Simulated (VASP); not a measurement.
# KF (P4mm) in VASP: single point with PBE

Aim: the single point of KF with PBE.

All numbers are computed with VASP 6.6.1; they aren't measurements. Logs are shortened: lines on timing, memory, paths and dates and some standing lists are left out, and cuts for length are marked.

## Step 1: The cell of the first run

The structure is tetragonal, space group P4mm (No. 99). The conventional cell has a = 3.259 Å, b = 3.259 Å, c = 3.259 Å, α = 90.00°, β = 90.00°, γ = 90.00°. Within 3.4 Å of K (site symmetry 4mm) lie 8 F at 2.57 to 3.14 Å and 6 K at 3.26 Å. F (site symmetry 4mm) has 8 K at 2.57 to 3.14 Å and 6 F at 3.26 Å within 3.4 Å.

## Step 2: Single point, PBE, collinear spin, zero start

The input, INCAR:

```
PREC = Accurate
ENCUT = 520
EDIFF = 1E-6
ISMEAR = 0
SIGMA = 0.1
LREAL = F
LASPH = T
NELM = 150
ALGO = Normal
ISIF = 2
LWAVE = F
LCHARG = T
ISPIN = 2
MAGMOM = 0 0
LORBIT = 11
GGA = PE
LELF = T
LVHAR = T
NBANDS = 19
```

The input, KPOINTS:

```
regular mesh
0
Gamma
  2 2 2
```

The input, POSCAR:

```
KF
1.0
    3.2589550000      0.0000000000      0.0000000000
    0.0000000000      3.2589550000      0.0000000000
    0.0000000000      0.0000000000      3.2589550000
K F
1 1
Direct
    0.0000000000      0.0000000000      0.0000000000
    0.6534234133      0.5000000000      0.5000000000
```

Potentials or basis: VASP PAW PBE potentials, release 64 (K_sv, F).

The run is started by

```sh
cat potpaw_PBE.64/K_sv/POTCAR potpaw_PBE.64/F/POTCAR > POTCAR
mpirun -np 1 vasp_std > vasp.out
```

OUTCAR:

```text
PREC = Accurate
   ENCUT = 520
   EDIFF = 1E-6
   ISMEAR = 0
   LREAL = F
   LASPH = T
   NELM = 150
   ISIF = 2
   ISPIN = 2
   LORBIT = 11
   GGA = PE

 ion  position               nearest neighbor table
   1  0.000  0.000  0.000-   2 2.57   2 2.57   2 2.57   2 2.57
   2  0.653  0.500  0.500-   1 2.57   1 2.57   1 2.57   1 2.57

  LATTYP: Found a simple cubic cell.
 ALAT       =     3.2589550000

  Lattice vectors:

 A1 = (   3.2589550000,   0.0000000000,   0.0000000000)
 A2 = (   0.0000000000,   3.2589550000,   0.0000000000)
 A3 = (   0.0000000000,   0.0000000000,   3.2589550000)

Analysis of symmetry for initial positions (statically):
=====================================================================
 Subroutine PRICEL returns:
 Original cell was already a primitive cell.

 Routine SETGRP: Setting up the symmetry group for a
 simple cubic supercell.

 Subroutine GETGRP returns: Found  8 space group operations
 (whereof  8 operations were pure point group operations)
 out of a pool of 48 trial point group operations.

The static configuration has the point symmetry C_4v.

Analysis of symmetry for dynamics (positions and initial velocities):
=====================================================================
 Subroutine PRICEL returns:
 Original cell was already a primitive cell.

 Routine SETGRP: Setting up the symmetry group for a
 simple cubic supercell.

 Subroutine GETGRP returns: Found  8 space group operations
 (whereof  8 operations were pure point group operations)
 out of a pool of 48 trial point group operations.

The dynamic configuration has the point symmetry C_4v.

Analysis of structural, dynamic, and magnetic symmetry:
=====================================================================
 Subroutine PRICEL returns:
 Original cell was already a primitive cell.

 Routine SETGRP: Setting up the symmetry group for a
 simple cubic supercell.

 Subroutine GETGRP returns: Found  8 space group operations
 (whereof  8 operations were pure point group operations)
 out of a pool of 48 trial point group operations.

The overall configuration has the point symmetry C_4v.

 Subroutine INISYM returns: Found  8 space group operations
 (whereof  8 operations are pure point group operations),
 and found     1 'primitive' translations

----------------------------------------------------------------------------------------

                                     Primitive cell

  volume of cell :      34.6127

  direct lattice vectors                    reciprocal lattice vectors
     3.258955000  0.000000000  0.000000000     0.306846827  0.000000000  0.000000000
     0.000000000  3.258955000  0.000000000     0.000000000  0.306846827  0.000000000
     0.000000000  0.000000000  3.258955000     0.000000000  0.000000000  0.306846827

  length of vectors
     3.258955000  3.258955000  3.258955000     0.306846827  0.306846827  0.306846827

  position of ions in fractional coordinates (direct lattice)
     0.000000000  0.000000000  0.000000000
     0.653423413  0.500000000  0.500000000

  ion indices of the primitive-cell ions
   primitive index   ion index
                 1           1
                 2           2

----------------------------------------------------------------------------------------

 KPOINTS: regular mesh

Automatic generation of k-mesh.
 Grid dimensions read from file:
 generate k-points for:    2    2    2

 Generating k-lattice:

  Cartesian coordinates                     Fractional coordinates (reciprocal lattice)
     0.153423413  0.000000000  0.000000000     0.500000000  0.000000000  0.000000000
     0.000000000  0.153423413  0.000000000     0.000000000  0.500000000  0.000000000
     0.000000000  0.000000000  0.153423413     0.000000000  0.000000000  0.500000000

  Length of vectors
     0.153423413  0.153423413  0.153423413

  Shift w.r.t. Gamma in fractional coordinates (k-lattice)
     0.000000000  0.000000000  0.000000000

 Subroutine IBZKPT returns following result:
 ===========================================

 Found      6 irreducible k-points:

 Following reciprocal coordinates:
            Coordinates               Weight
  0.000000  0.000000  0.000000      1.000000
  0.500000  0.000000  0.000000      1.000000
  0.000000  0.500000  0.000000      2.000000
  0.500000  0.500000  0.000000      2.000000
  0.000000  0.500000  0.500000      1.000000
  0.500000  0.500000  0.500000      1.000000
   k-points           NKPTS =      6   k-points in BZ     NKDIM =      6   number of bands    NBANDS=     19
   number of dos      NEDOS =    301   number of ions     NIONS =      2
   total plane-waves  NPLWV =  13824
   dimension x,y,z NGX =    24 NGY =   24 NGZ =   24
   dimension x,y,z NGXF=    48 NGYF=   48 NGZF=   48
   ions per type =               1   1
   NGX,Y,Z   is equivalent  to a cutoff of  12.24, 12.24, 12.24 a.u.
   NGXF,Y,Z  is equivalent  to a cutoff of  24.49, 24.49, 24.49 a.u.
 SYSTEM =  unknown system
   PREC   = accura    normal or accurate (medium, high low for compatibility)
   ISTART =      0    job   : 0-new  1-cont  2-samecut
   ICHARG =      2    charge: 1-file 2-atom 10-const
   ISPIN  =      2    spin polarized calculation?
   LNONCOLLINEAR =      F non collinear calculations
   LSORBIT =      F    spin-orbit coupling
   LASPH  =      T    aspherical Exc in radial PAW
   ENCUT  =  520.0 eV  38.22 Ry    6.18 a.u.   6.06  6.06  6.06*2*pi/ulx,y,z
   NELM   =    150;   NELMIN=  2; NELMDL= -5     # of ELM steps
   EDIFF  = 0.1E-05   stopping-criterion for ELM
   LREAL  =      F    real-space projection
   EDIFFG = 0.1E-04   stopping-criterion for IOM
   NSW    =      0    number of steps for IOM
   IBRION =     -1    ionic relax: 0-MD 1-quasi-New 2-CG
   NFREE  =      0    steps in history (QN), initial steepest desc. (CG)
   ISIF   =      2    stress and relaxation
   ISYM   =      2    0-nonsym 1-usesym 2-fastsym
   POTIM  = 0.5000    time-step for ionic-motion
   TEBEG  =    0.0;   TEEND  =   0.0 temperature during run
   PSTRESS=    0.0 pullay stress
   NELECT =      16.0000    total number of electrons
   NUPDOWN=      -1.0000    fix difference up-down
   EMIN   =  10.00;   EMAX   =-10.00  energy-range for DOS
   EFERMI =   0.00;   METHOD = LEGACY
   ISMEAR =     0;   SIGMA  =   0.10  broadening in eV -4-tet -1-fermi 0-gaus
   EFERMI_NEDOS =   21; number of points for ismear=-14 and -15
   IALGO  =     38    algorithm
   IMIX   =      4    mixing-type and parameters
     AMIX     =   0.40;   BMIX     =  1.00
     AMIX_MAG =   1.60;   BMIX_MAG =  1.00
  volume/ion in A,a.u.               =      17.31       116.79
  Fermi-wavevector in a.u.,A,eV,Ry     =   1.265814  2.392041 21.800402  1.602284
  Thomas-Fermi vector in A             =   2.399047
   LORBIT       =     11    0 simple, 1 ext, 2 COOP (PROOUT), +10 PAW based schemes
   GGA     = PE    functional components
   LHFCALC =     F    Hartree Fock is set to
   AEXX    =    0.0000 exact exchange contribution
   IVDW    =     0    specifies the selected vdW correction
   LEPSILON=     F    determine dielectric tensor
   LRPA    =     F    only Hartree local field effects (RPA)
 spin polarized calculation
 Gauss-broadening in eV      SIGMA  =   0.10
  energy-cutoff  :      520.00
  volume of cell :       34.61
 maximum number of plane-waves:       952
   NGX = 13   NGY = 13   NGZ = 13

 number of electron      16.0000000 magnetization       0.0000000

 number of electron      16.0000000 magnetization      -0.0000000

 Free energy of the ion-electron system (eV)
  ---------------------------------------------------
  ext. energy  EPLUGINS =         0.00000000
  ---------------------------------------------------
  free energy    TOTEN  =        -7.91779895 eV

  energy without entropy =       -7.91779895  energy(sigma->0) =       -7.91779895

 E-fermi :  -1.5991     XC(G=0):  -8.9477

 val. band max:       -2.0910024099   @ k =   0.0000   0.5000   0.5000
 cond. band min:       4.1312858644   @ k =   0.0000   0.0000   0.0000
 fundamental gap:      6.2222882744
 Fermi energy:        -1.5991194873

 spin component 1

 k-point     1 :       0.0000    0.0000    0.0000
  band No.  band energies     occupation
      1     -28.8985      1.00000
      2     -20.9780      1.00000
      3     -11.9285      1.00000
      4     -11.9285      1.00000
      5     -11.9267      1.00000
      6      -2.2403      1.00000
[... 11 lines left out ...]
     18      20.0996      0.00000
     19      22.9891      0.00000
[... 89 lines left out ...]
 k-point     6 :       0.5000    0.5000    0.5000
  band No.  band energies     occupation
      1     -28.5539      1.00000
      2     -20.8445      1.00000
      3     -12.5582      1.00000
      4     -12.5389      1.00000
      5     -12.5389      1.00000
      6      -3.0386      1.00000
[... 11 lines left out ...]
     18      21.0941      0.00000
     19      21.0941      0.00000
 Fermi energy:        -1.5991194873

 spin component 2

 k-point     1 :       0.0000    0.0000    0.0000
  band No.  band energies     occupation
      1     -28.8985      1.00000
      2     -20.9780      1.00000
      3     -11.9285      1.00000
      4     -11.9285      1.00000
      5     -11.9267      1.00000
      6      -2.2403      1.00000
[... 11 lines left out ...]
     18      20.0996      0.00000
     19      22.9891      0.00000
[... 89 lines left out ...]
 k-point     6 :       0.5000    0.5000    0.5000
  band No.  band energies     occupation
      1     -28.5539      1.00000
      2     -20.8445      1.00000
      3     -12.5582      1.00000
      4     -12.5389      1.00000
      5     -12.5389      1.00000
      6      -3.0386      1.00000
[... 11 lines left out ...]
     18      21.0940      0.00000
     19      21.0949      0.00000

------------------------ aborting loop because EDIFF is reached ----------------------------------------

  FORCE on cell =-STRESS in cart. coord.  units (eV):
  Direction    XX          YY          ZZ          XY          YZ          ZX
  --------------------------------------------------------------------------------------
  -------------------------------------------------------------------------------------
  Total        0.7650845      0.8571585      0.8571585     -0.0000000     -0.0000000     -0.0000000
  in kB       35.4148082     39.6767989     39.6767989     -0.0000000     -0.0000000     -0.0000000
  external PRESSURE =      38.2561354 kB  Pullay stress =       0.0000000 kB

 VOLUME and BASIS-vectors are now :
 -----------------------------------------------------------------------------
  energy-cutoff  :      520.00
  volume of cell :       34.61
      direct lattice vectors                 reciprocal lattice vectors
     3.258955000  0.000000000  0.000000000     0.306846827  0.000000000  0.000000000
     0.000000000  3.258955000  0.000000000     0.000000000  0.306846827  0.000000000
     0.000000000  0.000000000  3.258955000     0.000000000  0.000000000  0.306846827

 POSITION                                       TOTAL-FORCE (eV/Angst)
 -----------------------------------------------------------------------------------
      0.00000      0.00000      0.00000         0.369791      0.000000      0.000000
      2.12948      1.62948      1.62948        -0.369791      0.000000     -0.000000
 -----------------------------------------------------------------------------------
    total drift:                                0.000088     -0.000000      0.000002

  FREE ENERGIE OF THE ION-ELECTRON SYSTEM (eV)
  ---------------------------------------------------
  free  energy   TOTEN  =        -7.9177989505 eV

  energy  without entropy=       -7.9177989505  energy(sigma->0) =       -7.91779895

 total charge

# of ion       s       p       d       tot
------------------------------------------
    1        1.959   5.597   0.041   7.597
    2        1.730   4.362   0.000   6.092
--------------------------------------------------
tot          3.688   9.959   0.041  13.689

 magnetization (x)

# of ion       s       p       d       tot
------------------------------------------
    1        0.000  -0.000  -0.000  -0.000
    2        0.000   0.000   0.000   0.000
--------------------------------------------------
tot          0.000  -0.000  -0.000  -0.000
```

Run time: 5.6 s. Hardware: 1 thread of Intel Xeon Platinum 8488C (Sapphire Rapids), shared host; peak memory 0.14 GiB.

What came out:

* Free energy: -7.9178 eV
* Pressure: 3.8 GPa
* Largest force: 0.370 eV/Å
* Band gap on the k mesh: 6.22 eV (least direct gap 6.26 eV)
* Net moment: 0.00 μB per cell
* Valence electrons inside the program's atomic spheres: K 7.60; F 6.09

Forces in eV/Å, atoms in the order of the input:
```
K    0.370  0.000  0.000
F   -0.370  0.000  0.000
```

Caveat: the k points lie up to 0.96 Å⁻¹ apart. A k mesh can miss the band edges.
